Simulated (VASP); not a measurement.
## Cu2Sn2S: single point with r2SCAN

Cu2Sn2S:

```xyz
5
Lattice="0.0000 -1.9447 3.2684 0.7962 -1.7742 -3.2684 9.0827 0.0000 0.0000" Properties=species:S:1:pos:R:3 pbc="T T T"
Sn    1.7705   -1.5656    1.2812
Sn    8.1084   -2.1533   -1.2812
Cu    3.6437   -1.1645   -0.6929
Cu    6.2352   -2.5543    0.6929
S     0.0000    0.0000    0.0000
```

- Program: VASP 6.6.1
- Task: single point
- Functional: r2SCAN
- Potentials or basis: VASP PAW PBE potentials, release 64 (Sn_d, Cu, S)
- Cutoff: 520 eV
- k mesh: 8 × 8 × 8
- Occupations: methfessel-paxton, width 0.0103 eV
- Spin: no spin polarisation

The pressure is 0.4 GPa and the largest force is 2.384 eV/Å. The band gap on the k mesh is zero (bands 28 and 29 overlap by 1.86 eV).

Forces in eV/Å, atoms in the order of the input:
```
Sn   2.313  0.495  0.295
Sn  -2.313 -0.495 -0.295
Cu   0.255  0.055  0.032
Cu  -0.255 -0.055 -0.032
S    0.000  0.000  0.000
```

Stress tensor (GPa, compression positive):
```
 1.82  0.46  0.27
 0.46 -0.22  0.06
 0.27  0.06 -0.28
```

Levels at points of the mesh, in eV from the Fermi level:
```
           k point  band 26  band 27  band 28  band 29  band 30  band 31
(0.00, 0.00, 0.00)    -2.46    -2.30     0.92     2.25     2.25     2.78
(0.50, 0.00, 0.00)    -2.10    -2.04    -0.37    -0.15     1.29     1.34
(0.00, 0.50, 0.00)    -2.07    -1.75    -1.38    -0.94     1.59     2.57
(0.00, 0.00, 0.50)    -2.44    -0.59    -0.41     2.27     2.27     4.17
```

Wall time 12 min on 1 thread of Intel(R) Xeon(R) Platinum 8259CL CPU @ 2.50GHz (Skylake/Cascade Lake), on a shared host, peak memory 0.39 GiB.

Caveat: the PAW data sets were made with another functional, which shifts forces and pressure a little; spin-orbit coupling is left out, which moves the levels of the heavy elements. With open d or f shells a metallic result of r2SCAN can be an artefact of self-interaction; +U or a hybrid may open a gap.
